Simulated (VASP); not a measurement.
A run of VASP 6.6.1 is set up as follows.

File INCAR:

```
SYSTEM = InSe
  PREC = Accurate
  ENCUT = 600
  EDIFF = 1E-6
  ISMEAR = -1
  SIGMA = 0.05
  LREAL = .False.
  LASPH = .True.
  NELM = 100
  ALGO = Normal
  ISIF = 3
  LWAVE = .False.
  LCHARG = .False.
  GGA = PE
  IVDW = 13
  IBRION = 2
  NSW = 60
  EDIFFG = -0.01
```

KPOINTS

```
Automatic mesh
0
Gamma
  8 8 8
  0 0 0
```

Contents of POSCAR:

```
InSe
1.0
    2.0000000000      1.1547005384      8.4400000000
   -2.0000000000      1.1547005384      8.4400000000
    0.0000000000     -2.3094010768      8.4400000000
In Se
2 2
Direct
    0.8886000000      0.8886000000      0.8886000000
    0.0000000000      0.0000000000      0.0000000000
    0.1719000000      0.1719000000      0.1719000000
    0.3835000000      0.3835000000      0.3835000000
```

Potentials or basis: VASP PAW PBE potentials, release 64 (In_d, Se).

The run is started by

```console
$ cat potpaw_PBE.64/In_d/POTCAR potpaw_PBE.64/Se/POTCAR > POTCAR
$ mpirun -np 1 vasp_std > vasp.out
```

Problem. What does it give for the relaxed cell?

Solution. a = 8.617 Å, b = 8.617 Å, c = 8.617 Å, α = 27.09°, β = 27.09°, γ = 27.09°.

Problem. Estimate the band gap on the k mesh.

Solution. 0.29 eV, direct.

Problem. What does it give for the relaxed volume?

Solution. 29.26 Å³/atom.

Problem. Estimate the dispersion energy per atom.

Solution. -0.326 eV.

The path:
```tsv
step	energy change (eV)	largest force (eV/Å)	pressure (GPa)	volume (Å³)
1	0.0000	0.3900	0.95	116.95
2	-0.0106	0.1917	-0.75	119.90
3	-0.0151	0.0372	-0.19	118.84
4	-0.0159	0.0457	-0.04	118.36
5	-0.0160	0.0555	0.02	118.14
6	-0.0165	0.0499	0.03	118.02
7	-0.0178	0.0519	0.06	117.64
8	-0.0190	0.0540	0.12	116.90
9	-0.0186	0.0542	-0.32	117.56
10	-0.0193	0.0144	-0.05	117.14
11	-0.0193	0.0164	-0.04	117.13
12	-0.0193	0.0145	-0.03	117.13
13	-0.0193	0.0073	-0.03	117.02
```

Caveat: spin-orbit coupling is left out, which moves the levels of the heavy elements. A k mesh can miss the band edges.
